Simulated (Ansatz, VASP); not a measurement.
## One calculation of InAs, two programs

```xyz
2
Lattice="-0.0719 2.8773 2.8773 2.8054 0.0000 2.8054 2.8773 2.8773 -0.0719" Properties=species:S:1:pos:R:3 pbc="T T T"
In    2.8054    2.8773    2.8054
As    0.0000    0.0000    0.0000
```

Change from the starting cell: strain -0.0500 x Voigt [0, 0, 0, 0, 1, 0], atoms carried along.

Alike in both runs: task single point; functional r2SCAN; k mesh 14 × 14 × 14; occupations gaussian, width 0.15 eV; no spin polarisation.

|  | VASP | Ansatz |
| --- | --- | --- |
| version | VASP 6.6.1 | Ansatz 0.2.0 |
| potentials or method | VASP PAW PBE potentials, release 64 (In_d, As), cutoff 520 eV | scalar-relativistic, plane waves, PAW |
| valence electrons in the cell | 18 | 28 |

```csv
,VASP,Ansatz,Ansatz less VASP
gap on the k mesh at the Fermi level (eV),none,none,-
pressure (GPa),-2.3,-2.3,-0.06
"traceless stress, the component that is largest in VASP (GPa)",1.10,1.10,0.000
```

VASP's potentials were made for PBE, not for r2SCAN. A gap of «none» marks a metal or a gap that the smearing closes. VASP's potentials hold 18 valence electrons a cell and Ansatz's 28, so a difference there can come from the potentials and not from the codes.
